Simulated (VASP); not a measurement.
Zr: single point with revPBE+D4

The system is Zr.

```
Zr
1.0
     0.00000    2.29923    2.29923
     2.29923    0.00000    2.29923
     2.29923    2.29923    0.00000
Zr
1
Direct
  0.00000 0.00000 0.00000
```

This isn't the form of Zr at room conditions, which is hcp.

- Program: VASP 6.6.1
- Task: single point
- Functional: revPBE
- Dispersion: D4
- Potentials or basis: VASP PAW PBE potentials, release 64 (Zr_sv)
- Cutoff: 520 eV
- k mesh: 10 × 10 × 10
- Occupations: methfessel-paxton, width 0.1 eV
- Spin: non-collinear spin, zero start, spin-orbit coupling
- Starting moments: [[0.0, 0.0, 0.0]] μB
- Dipole correction: no
- Further INCAR settings: ALGO = Fast; EDIFF = 1e-07; NBANDS = 23

```
Pressure                                              : -4.0 GPa
Net moment                                            : 0.00 μB per cell
Valence electrons inside the program's atomic spheres : Zr 9.77
Dispersion energy per atom                            : -0.267 eV
```

Moments on the atoms (μB; x, y, z):
```
Zr  0.00 0.00 0.00
```

Run time: 43 s on 1 thread of Intel(R) Xeon(R) 6975P-C (Granite Rapids), with other jobs on the host, peak memory 0.21 GiB.

Caveat: the cell stands under tension; the PAW data sets were made with another functional, which shifts forces and pressure a little.
